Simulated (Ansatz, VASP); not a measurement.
# One calculation of HfN, two programs

```
Hf N
1.0
     0.00000    2.45482    2.45482
     2.45482    0.00000    2.45482
     2.45482    2.45482    0.00000
Hf N
1 1
Direct
  0.00255 0.00255 0.99745
  0.75000 0.75000 0.75000
```

Change from the starting cell: all Hf atoms moved +0.013 Å, as atom 1 along Cartesian [0 0 1].

Alike in both runs: task single point; functional PBE; k mesh 16 × 16 × 16; occupations gaussian, width 0.15 eV; no spin polarisation.

|  | VASP | Ansatz |
| --- | --- | --- |
| version | VASP 6.6.1 | Ansatz 0.2.0 |
| potentials or method | VASP PAW PBE potentials, release 64 (Hf_pv, N), cutoff 520 eV | scalar-relativistic, plane waves, PAW |
| valence electrons in the cell | 15 | 31 |

|  | VASP | Ansatz | Ansatz less VASP |
| --- | --- | --- | --- |
| gap on the k mesh at the Fermi level (eV) | none | none | - |
| pressure (GPa) | -0.3 | 0.7 | +1.05 |
| traceless stress, the component that is largest in VASP (GPa) | -0.68 | -0.69 | -0.006 |
| rms of the force components (eV/Å) | 0.085 | 0.085 | +0.0001 |

Atom by atom the forces differ by 0.000 eV/Å (rms over components). A gap of «none» marks a metal or a gap that the smearing closes. VASP's potentials hold 15 valence electrons a cell and Ansatz's 31, so a difference there can come from the potentials and not from the codes.

Neither program's run includes spin-orbit coupling.
